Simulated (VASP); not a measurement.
# Li2Rh (P-3m1) in VASP: a series of runs

Runs on Li2Rh. Level: PBE. Tasks: single point.

Everything below comes from runs of VASP 6.6.1. Logs are shortened: lines on timing, memory, paths and dates and some standing lists are left out, and cuts for length are marked.

**1. The cell of the first run**

The structure is trigonal, space group P-3m1 (No. 164). The conventional cell has a = 2.728 Å, b = 2.728 Å, c = 6.879 Å, α = 90.00°, β = 90.00°, γ = 120.00°. Within 3.4 Å of Li (site symmetry 3m) lie 3 Rh at 2.60 Å and 9 Li at 2.73 to 3.16 Å. Rh (site symmetry -3m) has 6 Li at 2.60 Å and 6 Rh at 2.73 Å within 3.4 Å.

The cell was generated, and may not be a known phase.

**2. Single point, PBE**

INCAR reads:

```
PREC = Accurate
ENCUT = 520
EDIFF = 1E-6
ISMEAR = 0
SIGMA = 0.1
LREAL = False
LASPH = True
NELM = 80
ALGO = Normal
ISIF = 2
LWAVE = False
LCHARG = False
GGA = PE
NBANDS = 18
```

KPOINTS reads:

```
regular mesh
0
Gamma
  6 6 4
```

POSCAR reads:

```
Li2Rh
1.0
    2.7279122113      0.0000000000      0.0000000000
   -1.3639561057      2.3624412743      0.0000000000
    0.0000000000      0.0000000000      6.8790497569
Li Rh
2 1
Direct
    0.3333333333      0.6666666667      0.3004791106
    0.6666666667      0.3333333333      0.6995208894
    0.0000000000      0.0000000000      0.0000000000
```

Potentials or basis: VASP PAW PBE potentials, release 64 (Li_sv, Rh_pv).

The run is started by

```console
$ cat potpaw_PBE.64/Li_sv/POTCAR potpaw_PBE.64/Rh_pv/POTCAR > POTCAR
$ mpirun -np 1 vasp_std > vasp.out
```

OUTCAR:

```text
PREC = Accurate
   ENCUT = 520
   EDIFF = 1E-6
   ISMEAR = 0
   LREAL = False
   LASPH = True
   NELM = 80
   ISIF = 2
   GGA = PE

 ion  position               nearest neighbor table
   1  0.333  0.667  0.300-   3 2.60   3 2.60   3 2.60
   2  0.667  0.333  0.700-   3 2.60   3 2.60   3 2.60
   3  0.000  0.000  0.000-   1 2.60   2 2.60   2 2.60   1 2.60   2 2.60   1 2.60

  LATTYP: Found a hexagonal cell.
 ALAT       =     2.7279122113
 C/A-ratio  =     2.5217269560

  Lattice vectors:

 A1 = (   2.7279122113,   0.0000000000,   0.0000000000)
 A2 = (  -1.3639561057,   2.3624412743,   0.0000000000)
 A3 = (   0.0000000000,   0.0000000000,   6.8790497569)

Analysis of symmetry for initial positions (statically):
=====================================================================
 Subroutine PRICEL returns:
 Original cell was already a primitive cell.

 Routine SETGRP: Setting up the symmetry group for a
 hexagonal supercell.

 Subroutine GETGRP returns: Found 12 space group operations
 (whereof 12 operations were pure point group operations)
 out of a pool of 24 trial point group operations.

The static configuration has the point symmetry D_3d.

Analysis of symmetry for dynamics (positions and initial velocities):
=====================================================================
 Subroutine PRICEL returns:
 Original cell was already a primitive cell.

 Routine SETGRP: Setting up the symmetry group for a
 hexagonal supercell.

 Subroutine GETGRP returns: Found 12 space group operations
 (whereof 12 operations were pure point group operations)
 out of a pool of 24 trial point group operations.

The dynamic configuration has the point symmetry D_3d.

 Subroutine INISYM returns: Found 12 space group operations
 (whereof 12 operations are pure point group operations),
 and found     1 'primitive' translations

----------------------------------------------------------------------------------------

                                     Primitive cell

  volume of cell :      44.3323

  direct lattice vectors                    reciprocal lattice vectors
     2.727912211  0.000000000  0.000000000     0.366580712  0.211645473  0.000000000
    -1.363956106  2.362441274  0.000000000     0.000000000  0.423290945  0.000000000
     0.000000000  0.000000000  6.879049757     0.000000000  0.000000000  0.145368915

  length of vectors
[... 82 lines left out ...]
   NELM   =     80;   NELMIN=  2; NELMDL= -5     # of ELM steps
   EDIFF  = 0.1E-05   stopping-criterion for ELM
   LREAL  =      F    real-space projection
   EDIFFG = 0.1E-04   stopping-criterion for IOM
   NSW    =      0    number of steps for IOM
   IBRION =     -1    ionic relax: 0-MD 1-quasi-New 2-CG
   NFREE  =      0    steps in history (QN), initial steepest desc. (CG)
   ISIF   =      2    stress and relaxation
   ISYM   =      2    0-nonsym 1-usesym 2-fastsym
   POTIM  = 0.5000    time-step for ionic-motion
   TEBEG  =    0.0;   TEEND  =   0.0 temperature during run
   PSTRESS=    0.0 pullay stress
   NELECT =      21.0000    total number of electrons
   NUPDOWN=      -1.0000    fix difference up-down
   EMIN   =  10.00;   EMAX   =-10.00  energy-range for DOS
   EFERMI =   0.00;   METHOD = LEGACY
   ISMEAR =     0;   SIGMA  =   0.10  broadening in eV -4-tet -1-fermi 0-gaus
   EFERMI_NEDOS =   21; number of points for ismear=-14 and -15
   IALGO  =     38    algorithm
   IMIX   =      4    mixing-type and parameters
     AMIX     =   0.40;   BMIX     =  1.00
     AMIX_MAG =   1.60;   BMIX_MAG =  1.00
  volume/ion in A,a.u.               =      14.78        99.72
  Fermi-wavevector in a.u.,A,eV,Ry     =   1.276168  2.411609 22.158526  1.628606
  Thomas-Fermi vector in A             =   2.408840
   LORBIT       =      0    0 simple, 1 ext, 2 COOP (PROOUT), +10 PAW based schemes
   GGA     = PE    functional components
   LHFCALC =     F    Hartree Fock is set to
   AEXX    =    0.0000 exact exchange contribution
   IVDW    =     0    specifies the selected vdW correction
   LEPSILON=     F    determine dielectric tensor
   LRPA    =     F    only Hartree local field effects (RPA)
 non-spin polarized calculation
 Gauss-broadening in eV      SIGMA  =   0.10
  energy-cutoff  :      520.00
  volume of cell :       44.33
 maximum number of plane-waves:      1212
   NGX = 11   NGY = 11   NGZ = 25

 number of electron      20.9999993 magnetization

 Free energy of the ion-electron system (eV)
  ---------------------------------------------------
  ext. energy  EPLUGINS =         0.00000000
  ---------------------------------------------------
  free energy    TOTEN  =       -11.44189872 eV

  energy without entropy =      -11.42852848  energy(sigma->0) =      -11.43521360

 E-fermi :   4.3307     XC(G=0):  -9.6909

 val. band max:        4.3073662167   @ k =   0.0000   0.3333   0.2500
 cond. band min:       4.3830914430   @ k =   0.3333   0.0000   0.2500
 fundamental gap:      0.0757252263
 Fermi energy:         4.3307196129

 k-point     1 :       0.0000    0.0000    0.0000
  band No.  band energies     occupation
      1     -41.4840      2.00000
      2     -41.4789      2.00000
      3     -41.4789      2.00000
      4     -41.4376      2.00000
      5     -41.1747      2.00000
      6      -1.3070      2.00000
[... 481 lines left out ...]
      5     -41.1516      2.00000
      6       1.9145      2.00000
[... 10 lines left out ...]
     17      14.4189      0.00000
     18      14.4189      0.00000

------------------------ aborting loop because EDIFF is reached ----------------------------------------

  FORCE on cell =-STRESS in cart. coord.  units (eV):
  Direction    XX          YY          ZZ          XY          YZ          ZX
  --------------------------------------------------------------------------------------
  -------------------------------------------------------------------------------------
  Total       -0.1162215     -0.1162215      0.0379718      0.0000000      0.0000000      0.0000000
  in kB       -4.2002703     -4.2002703      1.3723086      0.0000000      0.0000000      0.0000000
  external PRESSURE =      -2.3427440 kB  Pullay stress =       0.0000000 kB

 VOLUME and BASIS-vectors are now :
 -----------------------------------------------------------------------------
  energy-cutoff  :      520.00
  volume of cell :       44.33
      direct lattice vectors                 reciprocal lattice vectors
     2.727912211  0.000000000  0.000000000     0.366580712  0.211645473  0.000000000
    -1.363956106  2.362441274  0.000000000     0.000000000  0.423290945  0.000000000
     0.000000000  0.000000000  6.879049757     0.000000000  0.000000000  0.145368915

 POSITION                                       TOTAL-FORCE (eV/Angst)
 -----------------------------------------------------------------------------------
     -0.00000      1.57496      2.06701        -0.000000      0.000000      0.035050
      1.36396      0.78748      4.81204         0.000000     -0.000000     -0.035050
      0.00000      0.00000      0.00000        -0.000000      0.000000      0.000000
 -----------------------------------------------------------------------------------
    total drift:                               -0.000000      0.000000      0.000000

  FREE ENERGIE OF THE ION-ELECTRON SYSTEM (eV)
  ---------------------------------------------------
  free  energy   TOTEN  =       -11.4418987241 eV

  energy  without entropy=      -11.4285284773  energy(sigma->0) =      -11.43521360
```

stdout:

```text
POSCAR found type information on POSCAR LiRh
 POSCAR found :  2 types and       3 ions
 scaLAPACK will be used
 LDA part: xc-table for (Slater+PW92), standard interpolation
 POSCAR, INCAR and KPOINTS ok, starting setup
 FFT: planning ... GRIDC
 FFT: planning ... GRID_SOFT
 FFT: planning ... GRID
 WAVECAR not read
 entering main loop
```

It took 14 s on 1 thread of Intel Xeon Platinum 8488C (Sapphire Rapids), shared host; peak memory 0.16 GiB.

What came out:

```
Free energy            : -11.4419 eV
Largest force          : 0.035 eV/Å
Band gap on the k mesh : zero (an odd number of electrons rules out a gap without spin polarisation)
```

Forces on the atoms (eV/Å):
```
Li   0.000  0.000  0.035
Li   0.000  0.000 -0.035
Rh   0.000  0.000  0.000
```

Levels at points of the mesh, in eV from the Fermi level:
```
           k point  band 6  band 7  band 8  band 9  band 10  band 11  band 12  band 13  band 14  band 15
(0.00, 0.00, 0.00)   -5.64   -3.47   -2.07   -2.07    -1.50    -1.04     0.07     0.07     6.29    10.54
(0.50, 0.00, 0.00)   -4.53   -3.44   -1.62   -0.59     0.92     1.09     2.36     2.77     5.06     7.25
(0.00, 0.00, 0.50)   -5.60   -3.02   -2.94   -2.07    -2.07     0.07     0.07     0.48     4.77    13.93
(0.50, 0.00, 0.50)   -4.53   -3.43   -1.50   -0.59     0.49     1.09     2.36     2.90     5.61     7.26
```

Caveat: the k points lie up to 0.44 Å⁻¹ apart, too coarse for converged energies and pressures of a metal; the cutoff is under 1.25 times the usual one of these potentials, so pressure, stress and relaxed cells hold a basis-set (Pulay) error.

**3. Single point, PBE**

Edit INCAR of step 2 so:

```diff
@@ -11,4 +11,6 @@
 LWAVE = False
-LCHARG = False
+LCHARG = True
 GGA = PE
+LELF = True
+LVHAR = True
 NBANDS = 18
```

KPOINTS reads:

```
regular mesh
0
Gamma
  9 9 4
```

POSCAR is that of step 2.

Potentials or basis: VASP PAW PBE potentials, release 64 (Li_sv, Rh_pv).

The run is started by

```console
$ cat potpaw_PBE.64/Li_sv/POTCAR potpaw_PBE.64/Rh_pv/POTCAR > POTCAR
$ mpirun -np 1 vasp_std > vasp.out
```

OUTCAR:

```text
PREC = Accurate
   ENCUT = 520
   EDIFF = 1E-6
   ISMEAR = 0
   LREAL = False
   LASPH = True
   NELM = 80
   ISIF = 2
   GGA = PE

 ion  position               nearest neighbor table
   1  0.333  0.667  0.300-   3 2.60   3 2.60   3 2.60
   2  0.667  0.333  0.700-   3 2.60   3 2.60   3 2.60
   3  0.000  0.000  0.000-   1 2.60   2 2.60   2 2.60   1 2.60   2 2.60   1 2.60

  LATTYP: Found a hexagonal cell.
 ALAT       =     2.7279122113
 C/A-ratio  =     2.5217269560

  Lattice vectors:
[... 695 lines left out ...]

  FORCE on cell =-STRESS in cart. coord.  units (eV):
  Direction    XX          YY          ZZ          XY          YZ          ZX
  --------------------------------------------------------------------------------------
  -------------------------------------------------------------------------------------
  Total       -0.1202881     -0.1202881     -0.0183442      0.0000000      0.0000000      0.0000000
  in kB       -4.3472372     -4.3472372     -0.6629640      0.0000000      0.0000000      0.0000000
  external PRESSURE =      -3.1191461 kB  Pullay stress =       0.0000000 kB

 VOLUME and BASIS-vectors are now :
 -----------------------------------------------------------------------------
  energy-cutoff  :      520.00
  volume of cell :       44.33
      direct lattice vectors                 reciprocal lattice vectors
     2.727912211  0.000000000  0.000000000     0.366580712  0.211645473  0.000000000
    -1.363956106  2.362441274  0.000000000     0.000000000  0.423290945  0.000000000
     0.000000000  0.000000000  6.879049757     0.000000000  0.000000000  0.145368915

 POSITION                                       TOTAL-FORCE (eV/Angst)
 -----------------------------------------------------------------------------------
     -0.00000      1.57496      2.06701         0.000000      0.000000     -0.015828
      1.36396      0.78748      4.81204        -0.000000      0.000000      0.015828
      0.00000      0.00000      0.00000         0.000000      0.000000      0.000000
 -----------------------------------------------------------------------------------
    total drift:                               -0.000000      0.000000      0.000000

  FREE ENERGIE OF THE ION-ELECTRON SYSTEM (eV)
  ---------------------------------------------------
  free  energy   TOTEN  =       -11.4584091511 eV

  energy  without entropy=      -11.4486460457  energy(sigma->0) =      -11.45352760
```

stdout:

```text
POSCAR found type information on POSCAR LiRh
 POSCAR found :  2 types and       3 ions
 scaLAPACK will be used
 LDA part: xc-table for (Slater+PW92), standard interpolation
 POSCAR, INCAR and KPOINTS ok, starting setup
 FFT: planning ... GRIDC
 FFT: planning ... GRID_SOFT
 FFT: planning ... GRID
 WAVECAR not read
 entering main loop
```

It took 24 s on 1 thread of Intel Xeon Platinum 8488C (Sapphire Rapids), shared host; peak memory 0.17 GiB.

Results:

```yaml
Free_energy: -11.4584 eV
Largest_force: 0.016 eV/Å
Band_gap_on_the_k_mesh: zero (an odd number of electrons rules out a gap without spin polarisation)
```

Forces on the atoms (eV/Å):
```
Li   0.000  0.000 -0.016
Li   0.000  0.000  0.016
Rh   0.000  0.000  0.000
```

Caveat: the cutoff is under 1.25 times the usual one of these potentials, so pressure, stress and relaxed cells hold a basis-set (Pulay) error.

The gap in the log of VASP goes by the Fermi energy; the results here count the filled bands.